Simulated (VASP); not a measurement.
Wanted: the native input for a VASP 6.6.1 run.

* Task: relaxation of cell and atoms
* Functional: PBEsol
* Potentials or basis: VASP PAW PBE potentials, release 64 (Os)
* Cutoff: 600 eV
* k mesh: 9 × 9 × 5
* Occupations: gaussian, width 0.1 eV
* Spin: no spin polarisation
* Dipole correction: no
* Further INCAR settings: ALGO = Normal; EDIFF = 1e-06; IBRION = 2; EDIFFG = -0.03; NSW = 80; ISIF = 3

The structure of Os lies in POSCAR:

```
Os
1.0
    2.7341000000      0.0000000000      0.0000000000
   -1.3670500000      2.3678000600      0.0000000000
    0.0000000000      0.0000000000      4.3197000000
Os
2
Direct
    0.3333333333      0.6666666667      0.2500000000
    0.6666666667      0.3333333333      0.7500000000
```

The input as run:

INCAR

```
SYSTEM = Os
PREC     = Accurate       ! precision mode
ENCUT    = 600            ! plane-wave cutoff, eV
EDIFF    = 1E-6           ! SCF threshold, eV
ISMEAR   = 0              ! smearing method
SIGMA    = 0.1            ! smearing width, eV
LREAL    = .False.        ! projectors in reciprocal space
LASPH    = .True.         ! aspherical terms in the spheres
NELM     = 80             ! most SCF steps
ALGO     = Normal         ! electronic algorithm
ISIF     = 3              ! what is computed and relaxed
LWAVE    = .False.        ! write WAVECAR
LCHARG   = .False.        ! write CHGCAR
GGA      = PS             ! functional
IBRION   = 2              ! ionic algorithm
NSW      = 80             ! ionic steps
EDIFFG   = -0.03          ! ionic threshold
```

KPOINTS

```
regular mesh
0
Gamma
  9 9 5
  0 0 0
```

Potentials or basis: VASP PAW PBE potentials, release 64 (Os).

Run with:

```sh
$ cat potpaw_PBE.64/Os/POTCAR > POTCAR
$ mpirun -np 1 vasp_std > vasp.out
```

Results of the run:

```json
{
 "Relaxed volume": "13.90 Å³/atom",
 "Relaxed cell": "a = 2.727 Å, b = 2.727 Å, c = 4.315 Å, α = 90.00°, β = 90.00°, γ = 120.00°",
 "Space group after relaxing (to 0.05 Å)": "P6_3/mmc (No. 194)",
 "Energy gained by relaxing": "0.7 meV/atom",
 "Ionic steps": "8",
 "Pressure after relaxing": "0.1 GPa",
 "Band gap on the k mesh": "zero (band 8 reaches 11.46 eV, above the bottom of band 9 at 7.57 eV)"
}
```

Caveat: the PAW data sets were made with another functional, which shifts forces and pressure a little; spin-orbit coupling is left out, which moves the levels of the heavy elements.

Wall time 35 s on 1 thread of Intel(R) Xeon(R) 6975P-C (Granite Rapids), with other jobs on the host, peak memory 0.18 GiB.
